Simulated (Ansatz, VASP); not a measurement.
## One calculation of AgI, two programs

```
Ag I
1.0
     0.00000    3.31554    3.31554
     3.31554    0.00000    3.31554
     3.31554    3.31554    0.00000
Ag I
1 1
Direct
  0.00000 0.00000 0.00000
  0.25000 0.25000 0.25000
```

Alike in both runs: functional PBE; k mesh 8 × 8 × 8; occupations gaussian, width 0.02 eV; no spin polarisation.

Ansatz relaxed the structure, and its values are those at the end. VASP's run is a single point on that final structure, the one shown.

```csv
,VASP,Ansatz
version,VASP 6.6.1,Ansatz 0.2.0
potentials or method,"VASP PAW PBE potentials, release 64 (Ag, I), cutoff 500 eV","scalar-relativistic, plane waves, PAW"
valence electrons in the cell,18,36
```

VASP gave:

- gap on the k mesh at the Fermi level (eV): 1.35
- least direct gap on the mesh (eV): 1.35
- pressure (GPa): -0.1

Problem. Estimate Ansatz's values.

Solution. gap on the k mesh at the Fermi level (eV): 1.34; least direct gap on the mesh (eV): 1.34; pressure (GPa): 0.0.

VASP's potentials hold 18 valence electrons a cell and Ansatz's 36, so a difference there can come from the potentials and not from the codes.

Neither program's run includes spin-orbit coupling.
